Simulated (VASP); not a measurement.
Wanted: the native input for a VASP 6.6.1 run.

```yaml
Task: single point
Functional: PBEsol
Dispersion: D3(BJ)
Potentials_or_basis: VASP PAW PBE potentials, release 64 (Ti_sv)
Cutoff: 520 eV
k_mesh: 10 × 10 × 6
Occupations: fermi-dirac, width 0.05 eV
Spin: no spin polarisation
Dipole_correction: no
Further_INCAR_settings: ALGO = Fast; EDIFF = 1e-07; NBANDS = 19
```

The structure of Ti lies in POSCAR:

```
Ti
1.0
    2.9500000000      0.0000000000      0.0000000000
   -1.4750000000      2.5547749412      0.0000000000
    0.0000000000      0.0000000000      4.6800000000
Ti
2
Direct
    0.6666666667      0.3333333333      0.7500000000
    0.3333333333      0.6666666667      0.2500000000
```

The input as run:

INCAR

```
ALGO = Fast
EDIFF = 1E-7
ENCUT = 520
GGA = PS
ISIF = 2
ISMEAR = -1
IVDW = 12
LASPH = T
LCHARG = T
LELF = T
LREAL = F
LVHAR = T
LWAVE = F
NBANDS = 19
NELM = 80
PREC = Accurate
SIGMA = 0.05
```

KPOINTS

```
k-points
0
Gamma
  10 10 6
```

Potentials or basis: VASP PAW PBE potentials, release 64 (Ti_sv).

Launch:

```bash
$ cat potpaw_PBE.64/Ti_sv/POTCAR > POTCAR
$ mpirun -np 1 vasp_std > vasp.out
```

It gave:

The pressure is -11.4 GPa. The band gap on the k mesh is zero (bands 12 and 13 overlap by 0.99 eV) and the dispersion energy per atom is -0.591 eV.

Caveat: three body term missing; the cell stands under tension; the PAW data sets were made with another functional, which shifts forces and pressure a little.

Wall time 3 min on 1 thread of Intel Xeon 8259CL (shared host), peak memory 0.18 GiB.
